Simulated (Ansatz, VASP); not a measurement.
## SiC in VASP and in Ansatz

```
Si C
1.0
     0.00000    2.08906    2.08906
     2.08906    0.00000    2.08906
     2.08906    2.08906    0.00000
Si C
1 1
Direct
  0.00000 0.00000 0.00000
  0.25000 0.25000 0.25000
```

Alike in both runs: task single point; functional PBE; k mesh 10 × 10 × 10; no spin polarisation.

|  | VASP | Ansatz |
| --- | --- | --- |
| version | VASP 6.6.1 | Ansatz 0.2.0 |
| potentials or method | VASP PAW PBE potentials, release 64 (Si, C), cutoff 600 eV | scalar-relativistic, plane waves, PAW |
| occupations | gaussian, width 0.01 eV | fixed |
| valence electrons in the cell | 8 | 8 |

```csv
,VASP,Ansatz,Ansatz less VASP
gap on the k mesh at the Fermi level (eV),1.23,1.23,+0.003
least direct gap on the mesh (eV),4.66,4.66,+0.008
```
